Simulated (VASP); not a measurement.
Write the native input for VASP 6.6.1 that does the following.

```
Task                   : single point
Functional             : PBE
Potentials or basis    : VASP PAW PBE potentials, release 64 (Sn_d, Se)
Cutoff                 : 520 eV
k mesh                 : 8 × 8 × 8
Occupations            : gaussian, width 0.1 eV
Spin                   : no spin polarisation
Dipole correction      : no
Further INCAR settings : ALGO = Normal; EDIFF = 1e-06; NBANDS = 39
```

The structure of Sn4Se lies in POSCAR:

```
Sn4Se
1.0
    0.0000000000      4.3705060910      4.3705060910
    4.3705060910      0.0000000000      4.3705060910
    4.3705060910      4.3705060910      0.0000000000
Sn Se
4 1
Direct
    0.1250880217      0.6247359350      0.1250880217
    0.1250880217      0.1250880217      0.1250880217
    0.6247359350      0.1250880217      0.1250880217
    0.1250880217      0.1250880217      0.6247359350
    0.7500000000      0.7500000000      0.7500000000
```

The cell was built from a structure type or drawn by symmetry, and may not be a known phase.

These files were run (other wordings do the same):

INCAR

```
ALGO = Normal
EDIFF = 1E-6
ENCUT = 520
GGA = PE
ISIF = 2
ISMEAR = 0
LASPH = T
LCHARG = F
LREAL = F
LWAVE = F
NBANDS = 39
NELM = 80
PREC = Accurate
SIGMA = 0.1
```

KPOINTS

```
k-points
0
Gamma
  8 8 8
```

Potentials or basis: VASP PAW PBE potentials, release 64 (Sn_d, Se).

The run is started by

```sh
$ cat potpaw_PBE.64/Sn_d/POTCAR potpaw_PBE.64/Se/POTCAR > POTCAR
$ mpirun -np 1 vasp_std > vasp.out
```

It gave:

The pressure is 0.0 GPa and the band gap on the k mesh is zero (bands 31 and 32 overlap by 1.86 eV).

Caveat: spin-orbit coupling is left out, which moves the levels of the heavy elements.

It took 5.2 min on 1 thread of Intel Xeon 8259CL (shared host), peak memory 0.41 GiB.
